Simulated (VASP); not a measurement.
# CaSb4 (C2/m) in VASP: notebook, part 2 of 2

VASP 6.6.1. Earlier steps stand in the parts before.

## 3. Single point, PBE

This run uses another cell than the first one, of 34.07 Å³/atom.

INCAR reads:

```
SYSTEM = CaSb4
  PREC = Accurate
  ENCUT = 520
  EDIFF = 1E-7
  ISMEAR = 0
  SIGMA = 0.1
  LREAL = .FALSE.
  LASPH = .TRUE.
  NELM = 100
  ALGO = Normal
  ISIF = 2
  LWAVE = .FALSE.
  LCHARG = .FALSE.
  GGA = PE
  NBANDS = 23
```

KPOINTS reads:

```
regular mesh
0
G
  4 4 4
  0 0 0
```

POSCAR reads:

```
CaSb4
1.0
    5.0307609162     -2.1668636125     -0.8055430589
    5.0307609162      2.1668636125     -0.8055430589
   -4.1540118760      0.0000000000      8.4776513928
Ca Sb
1 4
Direct
    0.5000000000      0.5000000000      0.0000000000
    0.4193677745      0.4193677745      0.5866083693
    0.8853429694      0.8853429694      0.1755025067
    0.1146570306      0.1146570306      0.8244974933
    0.5806322255      0.5806322255      0.4133916307
```

Potentials or basis: VASP PAW PBE potentials, release 64 (Ca_sv, Sb).

Run with:

```bash
$ cat potpaw_PBE.64/Ca_sv/POTCAR potpaw_PBE.64/Sb/POTCAR > POTCAR
$ mpirun -np 1 vasp_std > vasp.out
```

Wall time 84 s (1 thread of Intel Xeon 6975P-C (Granite Rapids), shared host); peak memory 0.4 GiB.

The run converged. Its results:

* Free energy: -19.8819 eV
* Pressure: 0.1 GPa
* Largest force: 0.038 eV/Å
* Band gap on the k mesh: zero (bands 15 and 16 overlap by 0.91 eV)

Forces on the atoms (eV/Å):
```
Ca   0.000  0.000  0.000
Sb  -0.014  0.000 -0.035
Sb  -0.016  0.000 -0.025
Sb   0.016  0.000  0.025
Sb   0.014  0.000  0.035
```

Stress tensor (GPa, compression positive):
```
 0.07  0.00 -0.06
 0.00  0.08  0.00
-0.06  0.00  0.15
```

Levels at points of the mesh, in eV from the Fermi level:
| k point | band 11 | band 12 | band 13 | band 14 | band 15 | band 16 | band 17 | band 18 | band 19 | band 20 |
| --- | --- | --- | --- | --- | --- | --- | --- | --- | --- | --- |
| (0.00, 0.00, 0.00) | -2.32 | -1.96 | -1.68 | -1.02 | -0.98 | 0.03 | 0.74 | 0.76 | 1.51 | 2.36 |
| (0.50, 0.00, 0.00) | -3.53 | -2.94 | -2.48 | -1.64 | -1.26 | 1.15 | 1.65 | 1.68 | 2.35 | 2.70 |
| (0.50, 0.50, 0.00) | -2.82 | -1.56 | -1.46 | -1.32 | 0.18 | 0.26 | 0.79 | 1.39 | 2.56 | 2.75 |
| (0.00, 0.00, 0.50) | -2.29 | -1.72 | -1.64 | -1.48 | -0.31 | -0.29 | 1.01 | 1.20 | 1.48 | 1.86 |
| (0.50, 0.00, 0.50) | -3.14 | -2.40 | -1.65 | -1.49 | -0.97 | 0.25 | 0.87 | 0.90 | 1.68 | 2.96 |
| (0.50, 0.50, 0.50) | -2.59 | -1.96 | -1.81 | -1.60 | 0.62 | 1.25 | 1.62 | 1.79 | 1.95 | 2.29 |

Caveat: the k points lie up to 0.41 Å⁻¹ apart, too coarse for converged energies and pressures of a metal; spin-orbit coupling is left out, which moves the levels of the heavy elements.

## 4. Relaxation of cell and atoms, PBE

INCAR reads:

```
ALGO     = Normal         # electronic algorithm
EDIFF    = 1E-6           # SCF threshold, eV
EDIFFG   = -0.04          # ionic threshold
ENCUT    = 600            # plane-wave cutoff, eV
GGA      = PE             # functional
IBRION   = 2              # ionic algorithm
ISIF     = 3              # what is computed and relaxed
ISMEAR   = 0              # smearing method
LASPH    = True           # aspherical terms in the spheres
LCHARG   = False          # write CHGCAR
LREAL    = False          # projectors in reciprocal space
LWAVE    = False          # write WAVECAR
NELM     = 80             # most SCF steps
NSW      = 90             # ionic steps
PREC     = Accurate       # precision mode
SIGMA    = 0.1            # smearing width, eV
```

KPOINTS reads:

```
k-points
0
Gamma
  4 4 4
```

POSCAR reads:

```
CaSb4
1.0
    4.2797745600     -2.2418300200      0.0000000000
    4.2797745600      2.2418300200      0.0000000000
   -2.3486287600      0.0000000000      7.4022667200
Ca Sb
1 4
Direct
    0.5000000000      0.5000000000      0.0000000000
    0.3403159300      0.3403159300      0.6134386400
    0.8403159300      0.8403159300      0.1134386400
    0.1596840700      0.1596840700      0.8865613600
    0.6596840700      0.6596840700      0.3865613600
```

Run with:

```bash
$ cat potpaw_PBE.64/Ca_sv/POTCAR potpaw_PBE.64/Sb/POTCAR > POTCAR
$ mpirun -np 1 vasp_std > vasp.out
```

It took 24 min on 1 thread of Intel Xeon 6975P-C (Granite Rapids), shared host; peak memory 0.38 GiB.

The run converged. Its results:

```yaml
Free_energy: -19.5370 eV
Relaxed_volume: 32.45 Å³/atom
Relaxed_cell: a = 4.542 Å, b = 4.542 Å, c = 9.064 Å, α = 102.11°, β = 102.11°, γ = 63.54°
Space_group_after_relaxing_to_0.1_Å: C2/m (No. 12)
Energy_gained_by_relaxing: 437.4 meV/atom
Ionic_steps: 44
Pressure_after_relaxing: -0.1 GPa
Largest_force_after_relaxing: 0.035 eV/Å
Band_gap_on_the_k_mesh: zero (bands 15 and 16 overlap by 1.00 eV)
```

Forces in eV/Å, atoms in the order of the input:
```
Ca   0.000  0.000  0.000
Sb   0.019  0.000  0.030
Sb  -0.010  0.000 -0.028
Sb   0.010  0.000  0.028
Sb  -0.019  0.000 -0.030
```

Stress tensor (GPa, compression positive):
```
-0.12  0.00  0.05
 0.00 -0.08  0.00
 0.05  0.00 -0.01
```

Step by step:
| step | energy change (eV) | largest force (eV/Å) | pressure (GPa) | volume (Å³) |
| --- | --- | --- | --- | --- |
| 1 | 0.0000 | 2.2801 | 10.97 | 142.04 |
| 3 | -1.1555 | 0.7935 | -0.67 | 172.98 |
| 5 | -1.4534 | 0.5472 | 0.46 | 166.38 |
| 7 | -1.5558 | 0.4638 | 0.30 | 166.76 |
| 9 | -1.6549 | 0.2945 | -0.12 | 169.55 |
| 11 | -1.6735 | 0.1596 | 0.04 | 169.12 |
| 13 | -1.6928 | 0.1793 | 0.15 | 168.21 |
| 15 | -1.7118 | 0.2376 | -0.50 | 169.30 |
| 17 | -1.7436 | 0.4396 | 0.01 | 165.23 |
| 19 | -1.7731 | 0.5007 | 0.18 | 163.44 |
| 21 | -1.8981 | 0.7301 | 1.93 | 155.11 |
| 23 | -1.9377 | 0.6829 | 1.75 | 155.51 |
| 25 | -1.9824 | 0.5354 | 1.73 | 156.96 |
| 27 | -2.0320 | 0.4751 | 1.18 | 157.70 |
| 29 | -2.0812 | 0.3728 | -1.83 | 168.11 |
| 31 | -2.1192 | 0.3029 | -0.77 | 163.69 |
| 33 | -2.1570 | 0.1685 | 0.33 | 159.54 |
| 35 | -2.1661 | 0.2064 | -0.10 | 160.76 |
| 37 | -2.1779 | 0.0846 | 0.20 | 160.30 |
| 39 | -2.1821 | 0.1042 | -0.05 | 161.65 |
| 41 | -2.1844 | 0.0863 | -0.07 | 161.98 |
| 43 | -2.1860 | 0.0589 | 0.07 | 161.76 |
| 44 | -2.1868 | 0.0355 | -0.07 | 162.24 |

Final structure:
```
Ca Sb
1.0
     3.86136   -2.39155   -0.00094
     3.86136    2.39155   -0.00094
    -2.23475    0.00000    8.78469
Ca Sb
1 4
Direct
  0.50000 0.50000 0.00000
  0.34862 0.34862 0.60562
  0.92274 0.92274 0.22880
  0.07726 0.07726 0.77120
  0.65138 0.65138 0.39438
```

Levels at points of the mesh, in eV from the Fermi level:
| k point | band 12 | band 13 | band 14 | band 15 | band 16 | band 17 | band 18 | band 19 |
| --- | --- | --- | --- | --- | --- | --- | --- | --- |
| (0.00, 0.00, 0.00) | -1.96 | -1.73 | -1.58 | -0.82 | -0.54 | 0.19 | 0.61 | 1.52 |
| (0.50, 0.00, 0.00) | -2.72 | -2.58 | -2.01 | -0.21 | 0.65 | 1.42 | 1.72 | 1.83 |
| (0.50, 0.50, 0.00) | -2.65 | -2.25 | -2.07 | -0.89 | -0.11 | 0.24 | 1.05 | 2.25 |
| (0.00, 0.00, 0.50) | -2.09 | -1.86 | -1.47 | -0.31 | -0.30 | 0.14 | 0.69 | 0.79 |
| (0.50, 0.00, 0.50) | -2.45 | -2.28 | -1.61 | -0.64 | -0.47 | 0.84 | 1.05 | 2.45 |
| (0.50, 0.50, 0.50) | -2.72 | -2.62 | -2.58 | -0.39 | 0.07 | 1.38 | 1.92 | 2.22 |

Caveat: the k points lie up to 0.39 Å⁻¹ apart in the final cell, too coarse for converged energies and pressures of a metal; a cell axis changed by over 15 % at a fixed basis, so the end point is rough; spin-orbit coupling is left out, which moves the levels of the heavy elements.

## 5. Single point, PBE

This run uses another cell than the first one, of 34.18 Å³/atom.

INCAR reads:

```
SYSTEM = CaSb4
  PREC = Accurate
  ENCUT = 520
  EDIFF = 1E-6
  ISMEAR = 0
  SIGMA = 0.1
  LREAL = .FALSE.
  LASPH = .TRUE.
  NELM = 60
  ALGO = Normal
  ISIF = 2
  LWAVE = .FALSE.
  LCHARG = .FALSE.
  GGA = PE
  NBANDS = 23
```

KPOINTS reads:

```
regular mesh
0
G
  10 10 6
  0 0 0
```

POSCAR reads:

```
CaSb4
1.0
    5.0453796370     -2.1327348605      0.0244208195
    5.0453796370      2.1327348605      0.0244208195
   -4.6644640237      0.0000000000      7.9196363243
Ca Sb
1 4
Direct
    0.5000000000      0.5000000000      0.0000000000
    0.8325333029      0.8325333029      0.4133074275
    0.7095700845      0.7095700845      0.8237508877
    0.2904299155      0.2904299155      0.1762491123
    0.1674666971      0.1674666971      0.5866925725
```

Run with:

```bash
$ cat potpaw_PBE.64/Ca_sv/POTCAR potpaw_PBE.64/Sb/POTCAR > POTCAR
$ mpirun -np 1 vasp_std > vasp.out
```

Run time: 7 min. Hardware: 1 thread of Intel Xeon 6975P-C (Granite Rapids), shared host; peak memory 0.79 GiB.

The run converged. Its results:

* Free energy: -19.8538 eV
* Pressure: 0.1 GPa
* Largest force: 0.046 eV/Å
* Band gap on the k mesh: zero (bands 15 and 16 overlap by 0.62 eV)

Forces on the atoms (eV/Å):
```
Ca   0.000  0.000  0.000
Sb  -0.034  0.000  0.030
Sb  -0.015  0.000  0.023
Sb   0.015  0.000 -0.023
Sb   0.034  0.000 -0.030
```

Levels at points of the mesh, in eV from the Fermi level:
| k point | band 11 | band 12 | band 13 | band 14 | band 15 | band 16 | band 17 | band 18 | band 19 | band 20 |
| --- | --- | --- | --- | --- | --- | --- | --- | --- | --- | --- |
| (0.00, 0.00, 0.00) | -2.25 | -1.88 | -1.77 | -1.12 | -1.05 | 0.10 | 0.68 | 0.73 | 1.33 | 2.31 |
| (0.50, 0.00, 0.00) | -3.25 | -2.54 | -1.75 | -1.59 | -1.15 | -0.06 | 0.72 | 0.77 | 1.60 | 2.79 |
| (0.50, 0.50, 0.00) | -2.73 | -1.75 | -1.59 | -1.44 | 0.20 | 0.21 | 0.77 | 1.36 | 2.55 | 2.65 |
| (0.00, 0.00, 0.50) | -2.39 | -1.76 | -1.70 | -1.53 | -0.48 | -0.24 | 0.99 | 1.15 | 1.46 | 1.68 |
| (0.50, 0.00, 0.50) | -3.63 | -3.13 | -2.55 | -1.69 | -1.41 | 1.01 | 1.36 | 1.50 | 2.22 | 2.50 |
| (0.50, 0.50, 0.50) | -2.54 | -1.94 | -1.88 | -1.68 | 0.37 | 1.14 | 1.48 | 1.64 | 2.02 | 2.15 |

Caveat: spin-orbit coupling is left out, which moves the levels of the heavy elements.

## 6. Summary

```csv
task,cell,k mesh,cutoff (eV),gap on the mesh (eV),pressure (GPa),largest force (eV/Å)
single point,"a = 4.831, b = 4.831, c = 7.766 Å, angles 105.5, 105.5, 55.3°, 5 atoms, atomic positions A",4 × 4 × 4,520,none,11.0,2.28
single point,"a = 5.536, b = 5.536, c = 9.441 Å, angles 122.0, 122.0, 46.1°, 5 atoms, atomic positions B",4 × 4 × 4,520,none,0.1,0.04
relaxation of cell and atoms,"relaxed from a = 4.831, b = 4.831, c = 7.766 Å, angles 105.5, 105.5, 55.3°, 5 atoms, atomic positions A",4 × 4 × 4,600,none,-0.1,0.04
single point,"a = 5.478, b = 5.478, c = 9.191 Å, angles 117.6, 117.6, 45.8°, 5 atoms, atomic positions C",10 × 10 × 6,520,none,0.1,0.05
```

Alike in all rows: level PBE; potentials or basis VASP PAW PBE potentials, release 64 (Ca_sv, Sb); no spin polarisation; smearing gaussian 0.1 eV.

Caveats: some runs use coarse meshes; spin-orbit coupling is left out, which moves the levels of the heavy elements; forces of over 1 eV/Å act on the atoms, so gaps and moduli don't describe the material at rest (at least some runs); a cell axis changed by over 15 % at a fixed basis, so the end point is rough (at least some runs).

Absolute energies hang on the potentials; compare differences alone.
